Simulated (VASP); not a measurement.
CuO:

```
Cu O
1.0
     3.17953    0.00000    0.00000
    -1.58977    2.75356    0.00000
     0.00000    0.00000    8.86298
Cu O
4 4
Direct
  0.00000 0.00000 0.00000
  0.00000 0.00000 0.25000
  0.00000 0.00000 0.50000
  0.00000 0.00000 0.75000
  0.33333 0.66667 0.12500
  0.66667 0.33333 0.37500
  0.33333 0.66667 0.62500
  0.66667 0.33333 0.87500
```

Base run:

| Property | Result |
| --- | --- |
| Program | VASP 6.6.1 |
| Functional | LDA |
| Potentials or basis | VASP PAW LDA potentials, release 64 (Cu, O) |
| Cutoff | 600 eV |
| k mesh | 7 × 7 × 2 |
| Occupations | gaussian, width 0.05 eV |
| Spin | collinear spin, ferromagnetic start |
| Starting moments | [0.4, 0.4, 0.4, 0.4, 0.69, 0.69, 0.69, 0.69] μB |
| Fixed moment | 4 μB |
| Hubbard terms | Cu d U = 8.0 eV |

Its results: pressure -16.5 GPa; site moments Cu +0.43; O +0.51 μB.

Question: The run is repeated on the same cell with these changes: fixed moment from 4 μB to 4.4 μB; moments at the start from [0.4, 0.4, 0.4, 0.4, 0.69, 0.69, 0.69, 0 to [0.43, 0.43, 0.43, 0.43, 0.74, 0.74, 0.7. What comes out?

Answer: Pressure -14.1 GPa; site moments Cu +0.47; O +0.55 μB.

Caveats: the total moment is fixed, so each spin has its own Fermi level and the state may be an excited one; the stress differs along the axes, from -29 to 9 GPa (at least some runs); the stress differs along the axes, from -27 to 11 GPa (at least some runs).
